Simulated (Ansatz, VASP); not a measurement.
## Hf2SeS3 in VASP and in Ansatz

```xyz
6
Lattice="8.2075 0.0000 0.0000 -4.1038 7.1079 0.0000 0.0000 0.0000 3.3720" Properties=species:S:1:pos:R:3 pbc="T T T"
Hf    0.0000    4.7386    1.6860
Hf    4.1038    2.3693    1.6860
Se    0.0000    0.0000    0.0000
S     4.1038    0.0000    1.6860
S    -2.0519    3.5540    1.6860
S     2.0519    3.5540    1.6860
```

Alike in both runs: functional PBE; k mesh 3 × 3 × 6; occupations gaussian, width 0.1 eV; no spin polarisation.

Ansatz relaxed the structure, and its values are those at the end. VASP's run is a single point on that final structure, the one shown.

```csv
,VASP,Ansatz
version,VASP 6.6.1,Ansatz 0.2.0
potentials or method,"VASP PAW PBE potentials, release 64 (Hf_pv, Se, S), cutoff 520 eV","scalar-relativistic, plane waves, PAW"
valence electrons in the cell,44,86
```

|  | VASP | Ansatz | Ansatz less VASP |
| --- | --- | --- | --- |
| gap on the k mesh at the Fermi level (eV) | none | none | - |
| pressure (GPa) | -0.3 | -0.1 | +0.20 |

A gap of «none» marks a metal or a gap that the smearing closes. VASP's potentials hold 44 valence electrons a cell and Ansatz's 86, so a difference there can come from the potentials and not from the codes.

Neither program's run includes spin-orbit coupling.
